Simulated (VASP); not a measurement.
# SnGe3Te4 (P4/mmm) in VASP: single point with PBE

Aim: the single point of SnGe3Te4 with PBE.

Program: VASP 6.6.1. These are calculated values, not measurements. Logs are shortened: lines on timing, memory, paths and dates and some standing lists are left out, and cuts for length are marked.

### Step 1. The cell of the first run

The structure is tetragonal, space group P4/mmm (No. 123). Conventional cell: a = 4.330 Å, b = 4.330 Å, c = 12.230 Å, α = 90.00°, β = 90.00°, γ = 90.00°. Within 4.0 Å of Sn (site symmetry 4/mmm) lie 6 Te at 3.06 to 3.15 Å. Within 3.9 Å of Ge (site symmetry 4/mmm) lie 6 Te at 2.97 to 3.06 Å. Within 4.0 Å of Ge (site symmetry 4mm) lie 6 Te at 3.01 to 3.11 Å. Within 3.9 Å of Te (site symmetry 4mm) lie 5 Ge at 2.97 to 3.06 Å and 1 Sn at 3.15 Å. Te (site symmetry 4/mmm) has 4 Sn at 3.06 Å and 2 Ge at 3.11 Å within 4.0 Å. Within 4.0 Å of Te (site symmetry 4/mmm) lie 6 Ge at 3.01 to 3.06 Å.

### Step 2. Single point, PBE

The input, INCAR:

```
PREC     = Accurate       # precision mode
ENCUT    = 520            # plane-wave cutoff, eV
EDIFF    = 1E-7           # SCF threshold, eV
ISMEAR   = 0              # smearing method
SIGMA    = 0.1            # smearing width, eV
LREAL    = False          # projectors in reciprocal space
LASPH    = True           # aspherical terms in the spheres
NELM     = 100            # most SCF steps
ALGO     = Normal         # electronic algorithm
ISIF     = 2              # what is computed and relaxed
LWAVE    = False          # write WAVECAR
LCHARG   = True           # write CHGCAR
GGA      = PE             # functional
LELF     = True           # ELF
LVHAR    = True         
NBANDS   = 50             # bands
```

The input, KPOINTS:

```
Automatic mesh
0
Gamma
  4 4 2
```

The input, POSCAR:

```
SnGe3Te4
1.0
    4.3298670000      0.0000000000      0.0000000000
    0.0000000000      4.3298670000      0.0000000000
    0.0000000000      0.0000000000     12.2304780000
Sn Ge Te
1 3 4
Direct
    0.0000000000      0.0000000000      0.5000000000
    0.0000000000      0.0000000000      0.0000000000
    0.5000000000      0.5000000000      0.2458700000
    0.5000000000      0.5000000000      0.7541300000
    0.0000000000      0.0000000000      0.2425120000
    0.5000000000      0.5000000000      0.5000000000
    0.0000000000      0.0000000000      0.7574880000
    0.5000000000      0.5000000000      0.0000000000
```

Potentials or basis: VASP PAW PBE potentials, release 64 (Sn_d, Ge_d, Te).

The run is started by

```console
> cat potpaw_PBE.64/Sn_d/POTCAR potpaw_PBE.64/Ge_d/POTCAR potpaw_PBE.64/Te/POTCAR > POTCAR
> mpirun -np 1 vasp_std > vasp.out
```

OUTCAR:

```text
PREC = Accurate
   ENCUT = 520
   EDIFF = 1E-7
   ISMEAR = 0
   LREAL = False
   LASPH = True
   NELM = 100
   ISIF = 2
   GGA = PE

 ion  position               nearest neighbor table
   1  0.000  0.000  0.500-   6 3.06   6 3.06   6 3.06   6 3.06   7 3.15   5 3.15
   2  0.000  0.000  0.000-   5 2.97   7 2.97   8 3.06   8 3.06   8 3.06   8 3.06
   3  0.500  0.500  0.246-   8 3.01   5 3.06   5 3.06   5 3.06   5 3.06   6 3.11
   4  0.500  0.500  0.754-   8 3.01   7 3.06   7 3.06   7 3.06   7 3.06   6 3.11
   5  0.000  0.000  0.243-   2 2.97   3 3.06   3 3.06   3 3.06   3 3.06   1 3.15
   6  0.500  0.500  0.500-   1 3.06   1 3.06   1 3.06   1 3.06   4 3.11   3 3.11
   7  0.000  0.000  0.757-   2 2.97   4 3.06   4 3.06   4 3.06   4 3.06   1 3.15
   8  0.500  0.500  0.000-   3 3.01   4 3.01   2 3.06   2 3.06   2 3.06   2 3.06

  LATTYP: Found a simple tetragonal cell.
 ALAT       =     4.3298670000
 C/A-ratio  =     2.8246775247

  Lattice vectors:

 A1 = (   4.3298670000,   0.0000000000,   0.0000000000)
 A2 = (   0.0000000000,   4.3298670000,   0.0000000000)
 A3 = (   0.0000000000,   0.0000000000,  12.2304780000)

Analysis of symmetry for initial positions (statically):
=====================================================================
 Subroutine PRICEL returns:
 Original cell was already a primitive cell.

 Routine SETGRP: Setting up the symmetry group for a
 simple tetragonal supercell.

 Subroutine GETGRP returns: Found 16 space group operations
 (whereof 16 operations were pure point group operations)
 out of a pool of 16 trial point group operations.

The static configuration has the point symmetry D_4h.

Analysis of symmetry for dynamics (positions and initial velocities):
=====================================================================
 Subroutine PRICEL returns:
 Original cell was already a primitive cell.

 Routine SETGRP: Setting up the symmetry group for a
 simple tetragonal supercell.

 Subroutine GETGRP returns: Found 16 space group operations
 (whereof 16 operations were pure point group operations)
 out of a pool of 16 trial point group operations.

The dynamic configuration has the point symmetry D_4h.

 Subroutine INISYM returns: Found 16 space group operations
 (whereof 16 operations are pure point group operations),
 and found     1 'primitive' translations

----------------------------------------------------------------------------------------

                                     Primitive cell

  volume of cell :     229.2939

  direct lattice vectors                    reciprocal lattice vectors
     4.329867000  0.000000000  0.000000000     0.230953976  0.000000000  0.000000000
     0.000000000  4.329867000  0.000000000     0.000000000  0.230953976  0.000000000
     0.000000000  0.000000000 12.230478000     0.000000000  0.000000000  0.081762953

  length of vectors
     4.329867000  4.329867000 12.230478000     0.230953976  0.230953976  0.081762953

  position of ions in fractional coordinates (direct lattice)
     0.000000000  0.000000000  0.500000000
     0.000000000  0.000000000  0.000000000
     0.500000000  0.500000000  0.245870000
     0.500000000  0.500000000  0.754130000
     0.000000000  0.000000000  0.242512000
     0.500000000  0.500000000  0.500000000
     0.000000000  0.000000000  0.757488000
     0.500000000  0.500000000  0.000000000

  ion indices of the primitive-cell ions
   primitive index   ion index
                 1           1
                 2           2
                 3           3
                 4           4
                 5           5
                 6           6
                 7           7
                 8           8

----------------------------------------------------------------------------------------

 KPOINTS: Automatic mesh

Automatic generation of k-mesh.
 Grid dimensions read from file:
 generate k-points for:    4    4    2

 Generating k-lattice:

  Cartesian coordinates                     Fractional coordinates (reciprocal lattice)
     0.057738494  0.000000000  0.000000000     0.250000000  0.000000000  0.000000000
     0.000000000  0.057738494  0.000000000     0.000000000  0.250000000  0.000000000
     0.000000000  0.000000000  0.040881477     0.000000000  0.000000000  0.500000000

  Length of vectors
     0.057738494  0.057738494  0.040881477

  Shift w.r.t. Gamma in fractional coordinates (k-lattice)
     0.000000000  0.000000000  0.000000000

 Subroutine IBZKPT returns following result:
 ===========================================

 Found     12 irreducible k-points:

 Following reciprocal coordinates:
            Coordinates               Weight
  0.000000  0.000000  0.000000      1.000000
  0.250000  0.000000  0.000000      4.000000
  0.500000  0.000000  0.000000      2.000000
  0.250000  0.250000  0.000000      4.000000
  0.500000  0.250000  0.000000      4.000000
  0.500000  0.500000  0.000000      1.000000
  0.000000  0.000000  0.500000      1.000000
  0.250000  0.000000  0.500000      4.000000
  0.500000  0.000000  0.500000      2.000000
  0.250000  0.250000  0.500000      4.000000
  0.500000  0.250000  0.500000      4.000000
  0.500000  0.500000  0.500000      1.000000
   k-points           NKPTS =     12   k-points in BZ     NKDIM =     12   number of bands    NBANDS=     50
   number of dos      NEDOS =    301   number of ions     NIONS =      8
   total plane-waves  NPLWV =  98304
   dimension x,y,z NGX =    32 NGY =   32 NGZ =   96
   dimension x,y,z NGXF=    64 NGYF=   64 NGZF=  192
   ions per type =               1   3   4
   NGX,Y,Z   is equivalent  to a cutoff of  12.29, 12.29, 13.05 a.u.
   NGXF,Y,Z  is equivalent  to a cutoff of  24.57, 24.57, 26.10 a.u.
 SYSTEM =  unknown system
   PREC   = accura    normal or accurate (medium, high low for compatibility)
   ISTART =      0    job   : 0-new  1-cont  2-samecut
   ICHARG =      2    charge: 1-file 2-atom 10-const
   ISPIN  =      1    spin polarized calculation?
   LNONCOLLINEAR =      F non collinear calculations
   LSORBIT =      F    spin-orbit coupling
   LASPH  =      T    aspherical Exc in radial PAW
   ENCUT  =  520.0 eV  38.22 Ry    6.18 a.u.   8.05  8.05 22.74*2*pi/ulx,y,z
   NELM   =    100;   NELMIN=  2; NELMDL= -5     # of ELM steps
   EDIFF  = 0.1E-06   stopping-criterion for ELM
   LREAL  =      F    real-space projection
   EDIFFG = 0.1E-05   stopping-criterion for IOM
   NSW    =      0    number of steps for IOM
   IBRION =     -1    ionic relax: 0-MD 1-quasi-New 2-CG
   NFREE  =      0    steps in history (QN), initial steepest desc. (CG)
   ISIF   =      2    stress and relaxation
   ISYM   =      2    0-nonsym 1-usesym 2-fastsym
   POTIM  = 0.5000    time-step for ionic-motion
   TEBEG  =    0.0;   TEEND  =   0.0 temperature during run
   PSTRESS=    0.0 pullay stress
   NELECT =      80.0000    total number of electrons
   NUPDOWN=      -1.0000    fix difference up-down
   EMIN   =  10.00;   EMAX   =-10.00  energy-range for DOS
   EFERMI =   0.00;   METHOD = LEGACY
   ISMEAR =     0;   SIGMA  =   0.10  broadening in eV -4-tet -1-fermi 0-gaus
   EFERMI_NEDOS =   21; number of points for ismear=-14 and -15
   IALGO  =     38    algorithm
   IMIX   =      4    mixing-type and parameters
     AMIX     =   0.40;   BMIX     =  1.00
     AMIX_MAG =   1.60;   BMIX_MAG =  1.00
  volume/ion in A,a.u.               =      28.66       193.42
  Fermi-wavevector in a.u.,A,eV,Ry     =   1.152499  2.177908 18.071999  1.328254
  Thomas-Fermi vector in A             =   2.289150
   LORBIT       =      0    0 simple, 1 ext, 2 COOP (PROOUT), +10 PAW based schemes
   GGA     = PE    functional components
   LHFCALC =     F    Hartree Fock is set to
   AEXX    =    0.0000 exact exchange contribution
   IVDW    =     0    specifies the selected vdW correction
   LEPSILON=     F    determine dielectric tensor
   LRPA    =     F    only Hartree local field effects (RPA)
 non-spin polarized calculation
 Gauss-broadening in eV      SIGMA  =   0.10
  energy-cutoff  :      520.00
  volume of cell :      229.29
 maximum number of plane-waves:      6272
   NGX = 17   NGY = 17   NGZ = 45

 number of electron      79.9999955 magnetization

 Free energy of the ion-electron system (eV)
  ---------------------------------------------------
  ext. energy  EPLUGINS =         0.00000000
  ---------------------------------------------------
  free energy    TOTEN  =       -30.81526246 eV

  energy without entropy =      -30.80421398  energy(sigma->0) =      -30.80973822

 E-fermi :   6.2752     XC(G=0):  -9.6262

 val. band max:        5.6986889591   @ k =   0.5000   0.0000   0.0000
 cond. band min:       6.3014957603   @ k =   0.5000   0.0000   0.0000
 fundamental gap:      0.6028068012
 Fermi energy:         6.2752085240

 k-point     1 :       0.0000    0.0000    0.0000
  band No.  band energies     occupation
      1     -19.0298      2.00000
      2     -19.0277      2.00000
      3     -19.0266      2.00000
      4     -19.0204      2.00000
      5     -19.0204      2.00000
      6     -18.9814      2.00000
[... 42 lines left out ...]
     49       9.9536      0.00000
     50       9.9539      0.00000

 k-point     2 :       0.2500    0.0000    0.0000
  band No.  band energies     occupation
      1     -19.0305      2.00000
      2     -19.0272      2.00000
      3     -19.0260      2.00000
      4     -19.0206      2.00000
      5     -19.0204      2.00000
      6     -18.9810      2.00000
[... 42 lines left out ...]
     49       9.2523      0.00000
     50       9.5562      0.00000

 k-point     3 :       0.5000    0.0000    0.0000
  band No.  band energies     occupation
      1     -19.0312      2.00000
      2     -19.0270      2.00000
      3     -19.0250      2.00000
      4     -19.0209      2.00000
      5     -19.0203      2.00000
      6     -18.9807      2.00000
[... 466 lines left out ...]
     49      10.1564      0.00000
     50      10.1628      0.00000

 k-point    12 :       0.5000    0.5000    0.5000
  band No.  band energies     occupation
      1     -19.0327      2.00000
      2     -19.0250      2.00000
      3     -19.0248      2.00000
      4     -19.0208      2.00000
      5     -19.0208      2.00000
      6     -18.9804      2.00000
[... 42 lines left out ...]
     49      11.0484      0.00000
     50      11.0725      0.00000

------------------------ aborting loop because EDIFF is reached ----------------------------------------

  FORCE on cell =-STRESS in cart. coord.  units (eV):
  Direction    XX          YY          ZZ          XY          YZ          ZX
  --------------------------------------------------------------------------------------
  -------------------------------------------------------------------------------------
  Total       -0.2342780     -0.2342780     -0.1199568      0.0000000     -0.0000000      0.0000000
  in kB       -1.6370033     -1.6370033     -0.8381908      0.0000000     -0.0000000      0.0000000
  external PRESSURE =      -1.3707324 kB  Pullay stress =       0.0000000 kB

 VOLUME and BASIS-vectors are now :
 -----------------------------------------------------------------------------
  energy-cutoff  :      520.00
  volume of cell :      229.29
      direct lattice vectors                 reciprocal lattice vectors
     4.329867000  0.000000000  0.000000000     0.230953976  0.000000000  0.000000000
     0.000000000  4.329867000  0.000000000     0.000000000  0.230953976  0.000000000
     0.000000000  0.000000000 12.230478000     0.000000000  0.000000000  0.081762953

 POSITION                                       TOTAL-FORCE (eV/Angst)
 -----------------------------------------------------------------------------------
      0.00000      0.00000      6.11524         0.000000      0.000000     -0.000000
      0.00000      0.00000      0.00000         0.000000      0.000000     -0.000000
      2.16493      2.16493      3.00711         0.000000     -0.000000     -0.046663
      2.16493      2.16493      9.22337        -0.000000     -0.000000      0.046663
      0.00000      0.00000      2.96604         0.000000      0.000000      0.024335
      2.16493      2.16493      6.11524         0.000000      0.000000     -0.000000
      0.00000      0.00000      9.26444         0.000000      0.000000     -0.024335
      2.16493      2.16493      0.00000         0.000000      0.000000     -0.000000
 -----------------------------------------------------------------------------------
    total drift:                                0.000000     -0.000000      0.000000

  FREE ENERGIE OF THE ION-ELECTRON SYSTEM (eV)
  ---------------------------------------------------
  free  energy   TOTEN  =       -30.8152624591 eV

  energy  without entropy=      -30.8042139824  energy(sigma->0) =      -30.80973822
```

It took 84 s on 1 thread of AMD EPYC 9R45 (Zen 5), shared host; peak memory 0.35 GiB.

What came out:

- Free energy: -30.8153 eV
- Pressure: -0.1 GPa
- Largest force: 0.047 eV/Å

Forces in eV/Å, atoms in the order of the input:
```
Sn   0.000  0.000  0.000
Ge   0.000  0.000  0.000
Ge   0.000  0.000 -0.047
Ge   0.000  0.000  0.047
Te   0.000  0.000  0.024
Te   0.000  0.000  0.000
Te   0.000  0.000 -0.024
Te   0.000  0.000  0.000
```

Caveat: the k points lie up to 0.36 Å⁻¹ apart; spin-orbit coupling is left out, which moves the levels of the heavy elements.
